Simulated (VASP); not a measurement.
# Si2P3 (P-6m2) in VASP: single point with PBE

Aim: the single point of Si2P3 with PBE.

Everything below comes from runs of VASP 6.6.1. Logs are shortened: lines on timing, memory, paths and dates and some standing lists are left out, and cuts for length are marked.

### 1 The cell of the first run

It takes space group P-6m2 (No. 187, hexagonal). The conventional cell has a = 4.155 Å, b = 4.155 Å, c = 5.361 Å, α = 90.00°, β = 90.00°, γ = 120.00°. Si (site symmetry -6m2) has 8 P at 2.68 to 2.77 Å and 6 Si at 3.60 Å within 3.6 Å. Within 3.2 Å of Si (site symmetry -6m2) lie 9 P at 2.40 to 2.73 Å. Within 3.4 Å of P (site symmetry 3m) lie 5 P at 2.60 to 2.76 Å and 6 Si at 2.73 to 2.77 Å. P (site symmetry -6m2) has 5 Si at 2.40 to 2.68 Å and 6 P at 2.73 Å within 3.2 Å.

The cell was built from a structure type or drawn by symmetry, and may not be a known phase.

### 2 Single point, PBE

Input file INCAR:

```
SYSTEM = Si2P3
PREC = Accurate ; ENCUT = 500
EDIFF = 1E-6 ; ISMEAR = 0
SIGMA = 0.2 ; LREAL = .FALSE.
LASPH = .TRUE. ; NELM = 120
ALGO = Normal ; ISIF = 2
LWAVE = .FALSE. ; LCHARG = .FALSE.
GGA = PE ; NBANDS = 20
GGA_COMPAT = .FALSE.
```

Input file KPOINTS:

```
Automatic mesh
0
G
  4 4 3
  0 0 0
```

Input file POSCAR:

```
Si2P3
1.0
    4.1551321895      0.0000000000      0.0000000000
   -2.0775660948      3.5984500322      0.0000000000
    0.0000000000      0.0000000000      5.3610443325
Si P
2 3
Direct
    0.6666666667      0.3333333333      0.5000000000
    0.3333333333      0.6666666667      0.0000000000
    0.0000000000      0.0000000000      0.7577631944
    0.0000000000      0.0000000000      0.2422368056
    0.6666666667      0.3333333333      0.0000000000
```

Potentials or basis: VASP PAW PBE potentials, release 64 (Si, P).

Launch:

```console
cat potpaw_PBE.64/Si/POTCAR potpaw_PBE.64/P/POTCAR > POTCAR
mpirun -np 1 vasp_std > vasp.out
```

OUTCAR:

```text
SYSTEM = Si2P3
   PREC = Accurate
   ENCUT = 500
   EDIFF = 1E-6
   ISMEAR = 0
   LREAL = .FALSE.
   LASPH = .TRUE.
   NELM = 120
   ISIF = 2
   GGA = PE

 ion  position               nearest neighbor table
   1  0.667  0.333  0.500-   5 2.68   5 2.68   3 2.77   4 2.77   3 2.77   4 2.77   3 2.77   4 2.77

   2  0.333  0.667  0.000-   5 2.40   5 2.40   5 2.40   3 2.73   4 2.73   4 2.73   3 2.73   4 2.73
                             3 2.73
   3  0.000  0.000  0.758-   4 2.60   2 2.73   5 2.73   5 2.73   2 2.73   5 2.73   2 2.73   4 2.76
                             1 2.77   1 2.77   1 2.77
   4  0.000  0.000  0.242-   3 2.60   2 2.73   5 2.73   5 2.73   2 2.73   5 2.73   2 2.73   3 2.76
                             1 2.77   1 2.77   1 2.77
   5  0.667  0.333  0.000-   2 2.40   2 2.40   2 2.40   1 2.68   1 2.68   3 2.73   4 2.73   3 2.73
                             4 2.73   3 2.73   4 2.73

  LATTYP: Found a hexagonal cell.
 ALAT       =     4.1551321895
 C/A-ratio  =     1.2902223294

  Lattice vectors:

 A1 = (   4.1551321895,   0.0000000000,   0.0000000000)
 A2 = (  -2.0775660948,   3.5984500322,   0.0000000000)
 A3 = (   0.0000000000,   0.0000000000,   5.3610443325)

Analysis of symmetry for initial positions (statically):
=====================================================================
 Subroutine PRICEL returns:
 Original cell was already a primitive cell.

 Routine SETGRP: Setting up the symmetry group for a
 hexagonal supercell.

 Subroutine GETGRP returns: Found 12 space group operations
 (whereof 12 operations were pure point group operations)
 out of a pool of 24 trial point group operations.

The static configuration has the point symmetry D_3h.

Analysis of symmetry for dynamics (positions and initial velocities):
=====================================================================
 Subroutine PRICEL returns:
 Original cell was already a primitive cell.

 Routine SETGRP: Setting up the symmetry group for a
 hexagonal supercell.

 Subroutine GETGRP returns: Found 12 space group operations
 (whereof 12 operations were pure point group operations)
 out of a pool of 24 trial point group operations.

The dynamic configuration has the point symmetry D_3h.

 Subroutine INISYM returns: Found 12 space group operations
 (whereof 12 operations are pure point group operations),
 and found     1 'primitive' translations

[... 83 lines left out ...]
   EDIFF  = 0.1E-05   stopping-criterion for ELM
   LREAL  =      F    real-space projection
   EDIFFG = 0.1E-04   stopping-criterion for IOM
   NSW    =      0    number of steps for IOM
   IBRION =     -1    ionic relax: 0-MD 1-quasi-New 2-CG
   NFREE  =      0    steps in history (QN), initial steepest desc. (CG)
   ISIF   =      2    stress and relaxation
   ISYM   =      2    0-nonsym 1-usesym 2-fastsym
   POTIM  = 0.5000    time-step for ionic-motion
   TEBEG  =    0.0;   TEEND  =   0.0 temperature during run
   PSTRESS=    0.0 pullay stress
   NELECT =      23.0000    total number of electrons
   NUPDOWN=      -1.0000    fix difference up-down
   EMIN   =  10.00;   EMAX   =-10.00  energy-range for DOS
   EFERMI =   0.00;   METHOD = LEGACY
   ISMEAR =     0;   SIGMA  =   0.20  broadening in eV -4-tet -1-fermi 0-gaus
   EFERMI_NEDOS =   21; number of points for ismear=-14 and -15
   IALGO  =     38    algorithm
   IMIX   =      4    mixing-type and parameters
     AMIX     =   0.40;   BMIX     =  1.00
     AMIX_MAG =   1.60;   BMIX_MAG =  1.00
  volume/ion in A,a.u.               =      16.03       108.19
  Fermi-wavevector in a.u.,A,eV,Ry     =   1.079777  2.040483 15.863292  1.165919
  Thomas-Fermi vector in A             =   2.215751
   LORBIT       =      0    0 simple, 1 ext, 2 COOP (PROOUT), +10 PAW based schemes
   GGA     = PE    functional components
   LHFCALC =     F    Hartree Fock is set to
   AEXX    =    0.0000 exact exchange contribution
   IVDW    =     0    specifies the selected vdW correction
   LEPSILON=     F    determine dielectric tensor
   LRPA    =     F    only Hartree local field effects (RPA)
 non-spin polarized calculation
 Gauss-broadening in eV      SIGMA  =   0.20
  energy-cutoff  :      500.00
  volume of cell :       80.16
 maximum number of plane-waves:      2054
   NGX = 15   NGY = 15   NGZ = 19

 number of electron      23.0000001 magnetization

 Free energy of the ion-electron system (eV)
  ---------------------------------------------------
  ext. energy  EPLUGINS =         0.00000000
  ---------------------------------------------------
  free energy    TOTEN  =       -23.76042018 eV

  energy without entropy =      -23.71766308  energy(sigma->0) =      -23.73904163

 E-fermi :   8.6102     XC(G=0): -10.7581

 val. band max:        8.2303876469   @ k =   0.2500   0.0000   0.3333
 cond. band min:       8.6506772912   @ k =   0.5000   0.0000   0.3333
 fundamental gap:      0.4202896443
 Fermi energy:         8.6102158785

 k-point     1 :       0.0000    0.0000    0.0000
  band No.  band energies     occupation
      1      -7.0222      2.00000
      2      -1.7867      2.00000
      3      -1.2301      2.00000
      4       1.9598      2.00000
      5       3.5740      2.00000
      6       3.5740      2.00000
[... 173 lines left out ...]
     19      14.3647      0.00000
     20      15.1539      0.00000

------------------------ aborting loop because EDIFF is reached ----------------------------------------

  FORCE on cell =-STRESS in cart. coord.  units (eV):
  Direction    XX          YY          ZZ          XY          YZ          ZX
  --------------------------------------------------------------------------------------
  -------------------------------------------------------------------------------------
  Total       -0.0908397     -0.0908397     -0.2712912      0.0000000      0.0000000      0.0000000
  in kB       -1.8156676     -1.8156676     -5.4224636      0.0000000      0.0000000      0.0000000
  external PRESSURE =      -3.0179329 kB  Pullay stress =       0.0000000 kB

 VOLUME and BASIS-vectors are now :
 -----------------------------------------------------------------------------
  energy-cutoff  :      500.00
  volume of cell :       80.16
      direct lattice vectors                 reciprocal lattice vectors
     4.155132189  0.000000000  0.000000000     0.240666230  0.138948713  0.000000000
    -2.077566095  3.598450032  0.000000000     0.000000000  0.277897426  0.000000000
     0.000000000  0.000000000  5.361044332     0.000000000  0.000000000  0.186530821

 POSITION                                       TOTAL-FORCE (eV/Angst)
 -----------------------------------------------------------------------------------
      2.07757      1.19948      2.68052         0.000000      0.000000      0.000000
     -0.00000      2.39897      0.00000        -0.000000      0.000000      0.000000
      0.00000      0.00000      4.06240        -0.000000     -0.000000     -0.031082
      0.00000      0.00000      1.29864        -0.000000     -0.000000      0.031082
      2.07757      1.19948      0.00000         0.000000      0.000000      0.000000
 -----------------------------------------------------------------------------------
    total drift:                               -0.000000      0.000000      0.000000

  FREE ENERGIE OF THE ION-ELECTRON SYSTEM (eV)
  ---------------------------------------------------
  free  energy   TOTEN  =       -23.7604201795 eV

  energy  without entropy=      -23.7176630831  energy(sigma->0) =      -23.73904163
```

OSZICAR:

```text
N       E                     dE             d eps       ncg     rms          rms(c)
DAV:   1     0.475631579771E+02    0.47563E+02   -0.88913E+03   320   0.917E+02
DAV:   2    -0.204009913560E+02   -0.67964E+02   -0.65734E+02   436   0.144E+02
DAV:   3    -0.239840559923E+02   -0.35831E+01   -0.35132E+01   416   0.290E+01
DAV:   4    -0.240232474539E+02   -0.39191E-01   -0.39135E-01   400   0.369E+00
DAV:   5    -0.240238089329E+02   -0.56148E-03   -0.56145E-03   420   0.446E-01    0.851E+00
DAV:   6    -0.237891462214E+02    0.23466E+00   -0.52666E-01   380   0.324E+00    0.503E+00
DAV:   7    -0.237635272528E+02    0.25619E-01   -0.10311E-01   432   0.139E+00    0.131E+00
DAV:   8    -0.237603659429E+02    0.31613E-02   -0.94926E-03   400   0.488E-01    0.224E-01
DAV:   9    -0.237603738652E+02   -0.79223E-05   -0.14571E-03   388   0.199E-01    0.130E-01
DAV:  10    -0.237604058279E+02   -0.31963E-04   -0.89205E-05   376   0.531E-02    0.481E-02
DAV:  11    -0.237604210155E+02   -0.15188E-04   -0.24592E-05   368   0.261E-02    0.201E-02
DAV:  12    -0.237604201795E+02    0.83610E-06   -0.38159E-06   372   0.104E-02
   1 F= -.23760420E+02 E0= -.23739042E+02  d E =-.427571E-01
```

It took 12 s on 1 thread of AMD EPYC 7R43 (Zen 3), shared host; peak memory 0.14 GiB.

Results:

- Free energy: -23.7604 eV
- Pressure: -0.3 GPa
- Largest force: 0.031 eV/Å
- Band gap on the k mesh: zero (an odd number of electrons rules out a gap without spin polarisation)

Forces in eV/Å, atoms in the order of the input:
```
Si   0.000  0.000  0.000
Si   0.000  0.000  0.000
P    0.000  0.000 -0.031
P    0.000  0.000  0.031
P    0.000  0.000  0.000
```

Stress tensor (GPa, compression positive):
```
-0.18  0.00  0.00
 0.00 -0.18  0.00
 0.00  0.00 -0.54
```

Caveat: the k points lie up to 0.44 Å⁻¹ apart, too coarse for converged energies and pressures of a metal.
